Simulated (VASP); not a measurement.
## BiTe4: relaxation of cell and atoms with PBE

BiTe4:

```xyz
5
Lattice="5.6962 0.0000 0.0000 0.0000 5.6962 0.0000 0.0000 0.0000 5.6962" Properties=species:S:1:pos:R:3 pbc="T T T"
Bi    0.0000    0.0000    0.0000
Te    1.4241    1.4241    1.4241
Te    4.2722    4.2722    1.4241
Te    1.4241    4.2722    4.2722
Te    4.2722    1.4241    4.2722
```

The cell was built from a structure type or drawn by symmetry, and may not be a known phase.

```yaml
Program: VASP 6.6.1
Task: relaxation of cell and atoms
Functional: PBE
Potentials_or_basis: VASP PAW PBE potentials, release 64 (Bi_d, Te)
Cutoff: 600 eV
k_mesh: 4 × 4 × 4
Occupations: gaussian, width 0.1 eV
Spin: no spin polarisation
Dipole_correction: no
Further_INCAR_settings: ALGO = Normal; EDIFF = 1e-06; IBRION = 2; EDIFFG = -0.04; NSW = 90; ISIF = 3
```

```json
{"Relaxed volume": "36.59 Å³/atom", "Relaxed cell": "a = 5.677 Å, b = 5.677 Å, c = 5.677 Å, α = 90.00°, β = 90.00°, γ = 90.00°", "Space group after relaxing (to 0.1 Å)": "P-43m (No. 215)", "Energy gained by relaxing": "905.2 meV/atom", "Ionic steps": "20", "Pressure after relaxing": "0.1 GPa", "Band gap on the k mesh": "zero (an odd number of electrons rules out a gap without spin polarisation)"}
```

The path:
| step | energy change (eV) | largest force (eV/Å) | pressure (GPa) | volume (Å³) |
| --- | --- | --- | --- | --- |
| 1 | 0.0000 | 5.9349 | 14.49 | 184.83 |
| 2 | -1.7722 | 0.3320 | -4.58 | 289.47 |
| 3 | -3.0575 | 0.6220 | -1.95 | 233.43 |
| 4 | -3.0664 | 0.7166 | -1.67 | 231.21 |
| 5 | -3.0686 | 0.8240 | -1.35 | 228.87 |
| 6 | -3.2842 | 0.9228 | -1.24 | 219.13 |
| 7 | -3.8914 | 1.1647 | 0.17 | 191.59 |
| 8 | -2.8992 | 0.9214 | 16.33 | 143.62 |
| 9 | -3.9590 | 1.3126 | 1.60 | 182.08 |
| 10 | -3.9640 | 1.0427 | 6.62 | 161.02 |
| 11 | -4.0422 | 1.2807 | 3.66 | 171.12 |
| 12 | -4.1453 | 1.1145 | 3.64 | 170.17 |
| 13 | -4.3181 | 0.3346 | 4.08 | 167.35 |
| 14 | -4.4120 | 0.3039 | 2.76 | 171.63 |
| 15 | -4.5099 | 0.2546 | 0.25 | 181.90 |
| 16 | -4.5115 | 0.2496 | -0.07 | 183.37 |
| 17 | -4.5150 | 0.2187 | -0.04 | 183.31 |
| 18 | -4.5229 | 0.1217 | 0.02 | 183.15 |
| 19 | -4.5240 | 0.0988 | 0.20 | 182.82 |
| 20 | -4.5260 | 0.0075 | 0.09 | 182.97 |

Final structure:
```yaml
crystal:
  lattice:
    - [5.67710, 0.00000, 0.00000]
    - [0.00000, 5.67710, 0.00000]
    - [0.00000, 0.00000, 5.67710]
  atoms:
    - { symbol: Bi, position: [0.00000, 0.00000, 0.00000] }
    - { symbol: Te, position: [0.30242, 0.30242, 0.30242] }
    - { symbol: Te, position: [0.69758, 0.69758, 0.30242] }
    - { symbol: Te, position: [0.30242, 0.69758, 0.69758] }
    - { symbol: Te, position: [0.69758, 0.30242, 0.69758] }
```

Levels at points of the mesh, in eV from the Fermi level:
```csv
k point,band 17,band 18,band 19,band 20,band 21,band 22
"(0.00, 0.00, 0.00)",-0.31,-0.31,-0.31,-0.07,-0.07,-0.07
"(0.50, 0.00, 0.00)",-1.33,-0.69,-0.69,0.03,0.03,0.78
"(0.50, 0.50, 0.00)",-2.41,-0.69,0.19,0.19,1.06,1.38
"(0.50, 0.50, 0.50)",-0.47,-0.47,-0.47,0.82,0.82,0.82
```

Wall time 20 min on 1 thread of Intel Xeon 8259CL (shared host), peak memory 0.37 GiB.

Caveat: spin-orbit coupling is left out, which moves the levels of the heavy elements.
